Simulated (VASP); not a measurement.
# Sn2SeS3 (R-3m) in VASP: a series of runs, part 2 of 2

VASP 6.6.1. The steps go on from the part before.

### Step 4. Single point, PBE

This run uses another cell than the first one, of 25.46 Å³/atom.

INCAR

```
  PREC = Accurate
  ENCUT = 520
  EDIFF = 1E-6
  ISMEAR = 0
  SIGMA = 0.1
  LREAL = False
  LASPH = True
  NELM = 60
  ALGO = Normal
  ISIF = 2
  LWAVE = False
  LCHARG = False
  GGA = PE
  NBANDS = 35
```

KPOINTS

```
Automatic mesh
0
Gamma
  6 6 6
```

POSCAR

```
Sn2SeS3
1.0
    3.5869139298      2.0709057229      3.4277197995
   -3.5869139298      2.0709057229      3.4277197995
    0.0000000000     -4.1418114459      3.4277197995
Sn Se S
2 1 3
Direct
    0.6719535012      0.6719535012      0.6719535012
    0.3280464988      0.3280464988      0.3280464988
    0.0000000000      0.0000000000      0.0000000000
    0.0000000000      0.5000000000      0.0000000000
    0.5000000000      0.0000000000      0.0000000000
    0.0000000000      0.0000000000      0.5000000000
```

Potentials or basis: VASP PAW PBE potentials, release 64 (Sn_d, Se, S).

On the command line:

```
> cat potpaw_PBE.64/Sn_d/POTCAR potpaw_PBE.64/Se/POTCAR potpaw_PBE.64/S/POTCAR > POTCAR
> mpirun -np 1 vasp_std > vasp.out
```

OUTCAR:

```text
PREC = Accurate
   ENCUT = 520
   EDIFF = 1E-6
   ISMEAR = 0
   LREAL = False
   LASPH = True
   NELM = 60
   ISIF = 2
   GGA = PE

 ion  position               nearest neighbor table
   1  0.672  0.672  0.672-   6 2.65   5 2.65   4 2.65   2 3.54
   2  0.328  0.328  0.328-   6 2.65   5 2.65   4 2.65   1 3.54
   3  0.000  0.000  0.000-   4 2.69   5 2.69   4 2.69   5 2.69   6 2.69   6 2.69
   4  0.000  0.500  0.000-   1 2.65   2 2.65   3 2.69   3 2.69
   5  0.500  0.000  0.000-   1 2.65   2 2.65   3 2.69   3 2.69
   6  0.000  0.000  0.500-   1 2.65   2 2.65   3 2.69   3 2.69

  LATTYP: Found a trigonal (rhomboedric) cell.
 ALAT       =     5.3762314940
 COS(alpha) =     0.1097417937

  Lattice vectors:

 A1 = (   3.5869139298,   2.0709057229,   3.4277197995)
 A2 = (  -3.5869139298,   2.0709057229,   3.4277197995)
 A3 = (   0.0000000000,  -4.1418114459,   3.4277197995)

Analysis of symmetry for initial positions (statically):
=====================================================================
 Subroutine PRICEL returns:
 Original cell was already a primitive cell.

 Routine SETGRP: Setting up the symmetry group for a
 trigonal (rhombohedral) supercell.

 Subroutine GETGRP returns: Found 12 space group operations
 (whereof 12 operations were pure point group operations)
 out of a pool of 12 trial point group operations.

The static configuration has the point symmetry D_3d.

Analysis of symmetry for dynamics (positions and initial velocities):
=====================================================================
 Subroutine PRICEL returns:
 Original cell was already a primitive cell.

 Routine SETGRP: Setting up the symmetry group for a
 trigonal (rhombohedral) supercell.

 Subroutine GETGRP returns: Found 12 space group operations
 (whereof 12 operations were pure point group operations)
 out of a pool of 12 trial point group operations.

The dynamic configuration has the point symmetry D_3d.
[... 122 lines left out ...]
   ISMEAR =     0;   SIGMA  =   0.10  broadening in eV -4-tet -1-fermi 0-gaus
   EFERMI_NEDOS =   21; number of points for ismear=-14 and -15
   IALGO  =     38    algorithm
   IMIX   =      4    mixing-type and parameters
     AMIX     =   0.40;   BMIX     =  1.00
     AMIX_MAG =   1.60;   BMIX_MAG =  1.00
  volume/ion in A,a.u.               =      25.46       171.82
  Fermi-wavevector in a.u.,A,eV,Ry     =   1.143045  2.160042 17.776718  1.306552
  Thomas-Fermi vector in A             =   2.279741
   LORBIT       =      0    0 simple, 1 ext, 2 COOP (PROOUT), +10 PAW based schemes
   GGA     = PE    functional components
   LHFCALC =     F    Hartree Fock is set to
   AEXX    =    0.0000 exact exchange contribution
   IVDW    =     0    specifies the selected vdW correction
   LEPSILON=     F    determine dielectric tensor
   LRPA    =     F    only Hartree local field effects (RPA)
 non-spin polarized calculation
 Gauss-broadening in eV      SIGMA  =   0.10
  energy-cutoff  :      520.00
  volume of cell :      152.77
 maximum number of plane-waves:      4146
   NGX = 19   NGY = 19   NGZ = 19

 number of electron      52.0000011 magnetization

 Free energy of the ion-electron system (eV)
  ---------------------------------------------------
  ext. energy  EPLUGINS =         0.00000000
  ---------------------------------------------------
  free energy    TOTEN  =       -23.29806447 eV

  energy without entropy =      -23.26625165  energy(sigma->0) =      -23.28215806

 E-fermi :   5.3672     XC(G=0):  -9.3462

 val. band max:        5.3593524060   @ k =   0.3333   0.3333   0.0000
 cond. band min:       5.3740813187   @ k =   0.3333   0.3333   0.1667
 fundamental gap:      0.0147289127
 Fermi energy:         5.3671600729

 k-point     1 :       0.0000    0.0000    0.0000
  band No.  band energies     occupation
      1     -16.8520      2.00000
      2     -16.8520      2.00000
      3     -16.8445      2.00000
      4     -16.8445      2.00000
      5     -16.8183      2.00000
      6     -16.8169      2.00000
[... 901 lines left out ...]
     34      10.3327      0.00000
     35      11.7676      0.00000

 [... further k-points ...]
[... 5 lines left out ...]
  --------------------------------------------------------------------------------------
  -------------------------------------------------------------------------------------
  Total        0.0524389      0.0524389     -0.0601477      0.0000000      0.0000000      0.0000000
  in kB        0.5499540      0.5499540     -0.6308006      0.0000000      0.0000000      0.0000000
  external PRESSURE =       0.1563692 kB  Pullay stress =       0.0000000 kB

 VOLUME and BASIS-vectors are now :
 -----------------------------------------------------------------------------
  energy-cutoff  :      520.00
  volume of cell :      152.77
      direct lattice vectors                 reciprocal lattice vectors
     3.586913930  2.070905723  3.427719800     0.139395595  0.080480084  0.097246377
    -3.586913930  2.070905723  3.427719800    -0.139395595  0.080480084  0.097246377
     0.000000000 -4.141811446  3.427719800     0.000000000 -0.160960168  0.097246377

 POSITION                                       TOTAL-FORCE (eV/Angst)
 -----------------------------------------------------------------------------------
      0.00000     -0.00000      6.90980         0.000000     -0.000000      0.009270
      0.00000     -0.00000      3.37335         0.000000      0.000000     -0.009270
      0.00000      0.00000      0.00000         0.000000      0.000000     -0.000000
     -1.79346      1.03545      1.71386        -0.000000     -0.000000     -0.000000
      1.79346      1.03545      1.71386        -0.000000      0.000000     -0.000000
      0.00000     -2.07091      1.71386         0.000000      0.000000     -0.000000
 -----------------------------------------------------------------------------------
    total drift:                               -0.000000      0.000000     -0.000000

  FREE ENERGIE OF THE ION-ELECTRON SYSTEM (eV)
  ---------------------------------------------------
  free  energy   TOTEN  =       -23.2980644736 eV

  energy  without entropy=      -23.2662516499  energy(sigma->0) =      -23.28215806
```

OSZICAR:

```text
N       E                     dE             d eps       ncg     rms          rms(c)
DAV:   1     0.499711554102E+03    0.49971E+03   -0.23902E+04  2289   0.177E+03
DAV:   2     0.569087977855E+02   -0.44280E+03   -0.42578E+03  2272   0.470E+02
DAV:   3    -0.193825042492E+02   -0.76291E+02   -0.73519E+02  2770   0.164E+02
DAV:   4    -0.241971818855E+02   -0.48147E+01   -0.47399E+01  2661   0.423E+01
DAV:   5    -0.243450337748E+02   -0.14785E+00   -0.14743E+00  2913   0.803E+00    0.118E+01
DAV:   6    -0.233130162323E+02    0.10320E+01   -0.17850E+00  3150   0.782E+00    0.708E+00
DAV:   7    -0.233016268778E+02    0.11389E-01   -0.66190E-01  2799   0.315E+00    0.317E+00
DAV:   8    -0.232983876952E+02    0.32392E-02   -0.61640E-02  2694   0.167E+00    0.407E-01
DAV:   9    -0.232976445988E+02    0.74310E-03   -0.75987E-03  2756   0.582E-01    0.188E-01
DAV:  10    -0.232979785316E+02   -0.33393E-03   -0.15312E-03  2558   0.176E-01    0.102E-01
DAV:  11    -0.232980766201E+02   -0.98089E-04   -0.33813E-04  2774   0.125E-01    0.376E-02
DAV:  12    -0.232980622599E+02    0.14360E-04   -0.86191E-05  2870   0.477E-02    0.212E-02
DAV:  13    -0.232980645889E+02   -0.23290E-05   -0.10703E-05  2280   0.195E-02    0.397E-03
DAV:  14    -0.232980644736E+02    0.11537E-06   -0.76695E-07  1413   0.669E-03
   1 F= -.23298064E+02 E0= -.23282158E+02  d E =-.318128E-01
```

stdout:

```text
POSCAR found type information on POSCAR SnSeS
 POSCAR found :  3 types and       6 ions
 scaLAPACK will be used
 LDA part: xc-table for (Slater+PW92), standard interpolation
 POSCAR, INCAR and KPOINTS ok, starting setup
 FFT: planning ... GRIDC
 FFT: planning ... GRID_SOFT
 FFT: planning ... GRID
 WAVECAR not read
 entering main loop
```

It took 3.9 min on 1 thread of Intel Xeon 8259CL, shared host; peak memory 0.32 GiB.

Results:

* Free energy: -23.2981 eV
* Pressure: 0.0 GPa
* Largest force: 0.009 eV/Å
* Band gap on the k mesh: zero (bands 26 and 27 overlap by 1.96 eV)

Forces on the atoms (eV/Å):
```
Sn   0.000  0.000  0.009
Sn   0.000  0.000 -0.009
Se   0.000  0.000  0.000
S    0.000  0.000  0.000
S    0.000  0.000  0.000
S    0.000  0.000  0.000
```

Levels at points of the mesh, in eV from the Fermi level:
| k point | band 24 | band 25 | band 26 | band 27 | band 28 | band 29 |
| --- | --- | --- | --- | --- | --- | --- |
| (0.00, 0.00, 0.00) | -1.63 | -0.96 | -0.45 | -0.02 | -0.02 | 2.83 |
| (0.50, 0.00, 0.00) | -2.20 | -1.88 | -0.77 | 1.43 | 1.48 | 1.54 |
| (0.50, 0.50, 0.00) | -2.07 | -1.67 | -1.60 | -1.37 | 1.35 | 1.51 |
| (0.50, 0.50, 0.50) | -2.02 | -1.96 | -1.96 | -1.13 | -0.43 | 0.21 |

Caveat: spin-orbit coupling is left out, which moves the levels of the heavy elements.

### Step 5. Overview

| cell | k mesh | gap on the mesh (eV) | pressure (GPa) | largest force (eV/Å) |
| --- | --- | --- | --- | --- |
| a = 5.798 Å, angles 64.8°, 6 atoms, atomic positions A | 3 × 3 × 3 | none | -6.3 | 0.31 |
| a = 6.032 Å, angles 60.1°, 6 atoms, atomic positions B | 3 × 3 × 3 | none | -0.1 | 0.01 |
| a = 5.376 Å, angles 83.7°, 6 atoms, atomic positions C | 6 × 6 × 6 | none | 0.0 | 0.01 |

Alike in all rows: task single point; level PBE; potentials or basis VASP PAW PBE potentials, release 64 (Sn_d, Se, S); no spin polarisation; cutoff (eV) 520; smearing gaussian 0.1 eV.

Caveats: some runs use coarse meshes; spin-orbit coupling is left out, which moves the levels of the heavy elements; semilocal functionals underestimate gaps, so a narrow gap can read as zero (at least some runs).

Total energies depend on the potentials used, so only differences within one code and one set of settings carry meaning.
